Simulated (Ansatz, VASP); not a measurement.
# SrTiO3 in VASP and in Ansatz

```xyz
5
Lattice="3.9364 0.0000 0.0000 0.0000 3.9364 0.0000 0.0000 0.0000 3.9364" Properties=species:S:1:pos:R:3 pbc="T T T"
Sr    0.1942    0.0000    0.0000
Ti    1.7632    1.9682    1.9682
O    -0.1184    1.9682    1.9682
O     1.8024    0.0000    1.9682
O     1.8024    1.9682    0.0000
```

Change from the starting cell: mode 1 frozen in at -0.038 Å and mode 7 at +0.230 Å (largest displacements).

Alike in both runs: task single point; functional PBE; k mesh 8 × 8 × 8; occupations gaussian, width 0.05 eV; no spin polarisation.

|  | VASP | Ansatz |
| --- | --- | --- |
| version | VASP 6.6.1 | Ansatz 0.2.0 |
| potentials or method | VASP PAW PBE potentials, release 64 (Sr_sv, Ti_sv, O), cutoff 520 eV | scalar-relativistic, plane waves, PAW |
| valence electrons in the cell | 40 | 40 |

|  | VASP | Ansatz | Ansatz less VASP |
| --- | --- | --- | --- |
| gap on the k mesh at the Fermi level (eV) | 1.77 | 1.80 | +0.033 |
| least direct gap on the mesh (eV) | 2.17 | 2.19 | +0.018 |
| pressure (GPa) | 4.4 | 3.7 | -0.70 |
| traceless stress, the component that is largest in VASP (GPa) | -0.05 | -0.05 | -0.003 |
| rms of the force components (eV/Å) | 0.473 | 0.450 | -0.0223 |

Atom by atom the forces differ by 0.026 eV/Å (rms over components). The functional is the same, so the differences come from potentials, cutoffs and numerics.
